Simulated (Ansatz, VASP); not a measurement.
**WSe2 in VASP and in Ansatz**

Contents of INCAR:

```
SYSTEM = WSe2
PREC = Accurate
ENCUT = 520
EDIFF = 1E-7
ISMEAR = 0
SIGMA = 0.05
LREAL = .FALSE.
LASPH = .TRUE.
NELM = 80
ALGO = Normal
ISIF = 2
LWAVE = .FALSE.
LCHARG = .FALSE.
GGA = PE
IVDW = 12
NBANDS = 35
```

Contents of KPOINTS:

```
Automatic mesh
0
G
  12 12 2
  0 0 0
```

The input POSCAR:

```
WSe2
1.0
    3.3773983860      0.0000000000      0.0000000000
   -1.6886991930      2.9249128010      0.0000000000
    0.0000000000      0.0000000000     12.7886113051
W Se
2 4
Direct
    0.3333333333      0.6666666667      0.2500000000
    0.6666666667      0.3333333333      0.7500000000
    0.3333333333      0.6666666667      0.6182912222
    0.6666666667      0.3333333333      0.1182912222
    0.3333333333      0.6666666667      0.8817087778
    0.6666666667      0.3333333333      0.3817087778
```

Input for Ansatz:

```yaml
crystal:
  lattice:
    - [3.377398386, 0.0, 0.0]
    - [-1.688699193, 2.924912801, 0.0]
    - [0.0, 0.0, 12.7886113051]
  atoms:
    - { symbol: W, position: [0.3333333333, 0.6666666667, 0.25] }
    - { symbol: W, position: [0.6666666667, 0.3333333333, 0.75] }
    - { symbol: Se, position: [0.3333333333, 0.6666666667, 0.6182912222] }
    - { symbol: Se, position: [0.6666666667, 0.3333333333, 0.1182912222] }
    - { symbol: Se, position: [0.3333333333, 0.6666666667, 0.8817087778] }
    - { symbol: Se, position: [0.6666666667, 0.3333333333, 0.3817087778] }
basis:
  ecutwfc: 420
kpoints:
  mp_grid: { grid: [12, 12, 2] }
hamiltonian:
  xc: pbe
  dispersion: d3bj
scf:
  occupations: { method: gaussian, width: 0.05 }
output:
  forces: true
  stress: true
  eigenvalues: true
```

Change from the starting cell: strain +0.0300 x Voigt [1, 1, 0, 0, 0, 0], atoms carried along.

Alike in both runs: task single point; functional PBE; dispersion D3(BJ); k mesh 12 × 12 × 2; occupations gaussian, width 0.05 eV; no spin polarisation.

|  | VASP | Ansatz |
| --- | --- | --- |
| version | VASP 6.6.1 | Ansatz 0.2.0 |
| potentials or method | VASP PAW PBE potentials, release 64 (W_sv, Se), cutoff 520 eV | scalar-relativistic, plane waves, PAW |
| valence electrons in the cell | 52 | 92 |

```csv
,VASP,Ansatz,Ansatz less VASP
gap on the k mesh at the Fermi level (eV),0.88,0.88,+0.004
least direct gap on the mesh (eV),1.29,1.29,+0.003
pressure (GPa),-6.7,-7.0,-0.24
"traceless stress, the component that is largest in VASP (GPa)",2.00,1.93,-0.064
rms of the force components (eV/Å),0.253,0.271,+0.0180
```

Atom by atom the forces differ by 0.018 eV/Å (rms over components). VASP's potentials hold 52 valence electrons a cell and Ansatz's 92, so a difference there can come from the potentials and not from the codes.

Neither program's run includes spin-orbit coupling.
